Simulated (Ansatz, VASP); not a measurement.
# Si16B in VASP and in Ansatz

```
Si B
1.0
     0.00000    5.43000    5.43000
     5.43000    0.00000    5.43000
     5.43000    5.43000    0.00000
Si B
16 1
Cartesian
  -0.0236 -0.0022 0.0814
  1.3428 1.3962 1.3845
  2.6962 2.7224 0.0228
  4.0333 4.0615 1.3972
  2.6422 -0.0584 2.6787
  4.0688 1.3244 4.0128
  5.4456 2.7285 2.6960
  6.7628 4.0551 4.0982
  -0.0116 2.7214 2.7704
  1.3694 4.0826 4.1045
  2.7157 5.4332 2.7607
  4.0636 6.7885 4.1198
  2.7225 2.6626 5.4891
  4.0844 4.0646 6.8052
  5.4231 5.4149 5.4505
  6.7732 6.7459 6.8223
  6.9948 9.6589 6.3574
```

Alike in both runs: functional PBE; k mesh 2 × 2 × 2; occupations fermi-dirac, width 0.05 eV; collinear spin.

Ansatz relaxed the structure, and its values are those at the end. VASP's run is a single point on that final structure, the one shown.

|  | VASP | Ansatz |
| --- | --- | --- |
| version | VASP 6.6.1 | Ansatz 0.2.0 |
| potentials or method | VASP PAW PBE potentials, release 64 (Si, B), cutoff 520 eV | scalar-relativistic, plane waves, PAW |
| valence electrons in the cell | 67 | 67 |

|  | VASP | Ansatz | Ansatz less VASP |
| --- | --- | --- | --- |
| rms of the force components (eV/Å) | 0.015 | 0.015 | +0.0004 |
| net moment per atom (μB) | 0.00 | 0.00 | 0.000 |

Ansatz's warnings: filled band counts differ across k points, seeded moment not kept.

The k mesh is coarse, so the values compare programs but aren't converged.
